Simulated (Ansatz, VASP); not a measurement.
# Ag: VASP beside Ansatz

The input INCAR:

```
SYSTEM = Ag
PREC = Accurate ; ENCUT = 500
EDIFF = 1E-6 ; ISMEAR = 0
SIGMA = 0.1 ; LREAL = .False.
LASPH = .True. ; NELM = 120
ALGO = Normal ; ISIF = 2
LWAVE = .False. ; LCHARG = .False.
GGA = CA ; NBANDS = 18
GGA_COMPAT = .False.
```

KPOINTS

```
regular mesh
0
Gamma
  6 6 4
  0 0 0
```

POSCAR

```
Ag
1.0
    2.9299980804      0.0000000000      0.0000000000
   -1.4649990402      2.5374527707      0.0000000000
    0.0000000000      0.0000000000      4.7900000000
Ag
2
Direct
    0.3333333333      0.6666666667      0.2500000000
    0.6666666667      0.3333333333      0.7500000000
```

Input for Ansatz:

```yaml
crystal:
  lattice:
    - [2.9299980804, 0.0, 0.0]
    - [-1.4649990402, 2.5374527707, 0.0]
    - [0.0, 0.0, 4.79]
  atoms:
    - { symbol: Ag, position: [0.3333333333, 0.6666666667, 0.25] }
    - { symbol: Ag, position: [0.6666666667, 0.3333333333, 0.75] }
basis:
  ecutwfc: 420
kpoints:
  mp_grid: { grid: [6, 6, 4] }
hamiltonian:
  xc: lda
scf:
  occupations: { method: gaussian, width: 0.1 }
output:
  forces: true
  stress: true
  eigenvalues: true
```

Alike in both runs: task single point; functional LDA; k mesh 6 × 6 × 4; occupations gaussian, width 0.1 eV; no spin polarisation.

```csv
,VASP,Ansatz
version,VASP 6.6.1,Ansatz 0.2.0
potentials or method,"VASP PAW LDA potentials, release 64 (Ag), cutoff 500 eV","scalar-relativistic, plane waves, PAW"
valence electrons in the cell,22,38
```

```csv
,VASP,Ansatz,Ansatz less VASP
gap on the k mesh at the Fermi level (eV),none,none,-
pressure (GPa),-9.8,-10.0,-0.19
"traceless stress, the component that is largest in VASP (GPa)",-1.93,-1.93,+0.002
```

LDA's correlation is that of Perdew and Zunger in VASP and of Perdew and Wang (1992) in Ansatz. A gap of «none» marks a metal or a gap that the smearing closes. VASP's potentials hold 22 valence electrons a cell and Ansatz's 38, so a difference there can come from the potentials and not from the codes.

The k mesh is coarse, so the values compare programs but aren't converged.
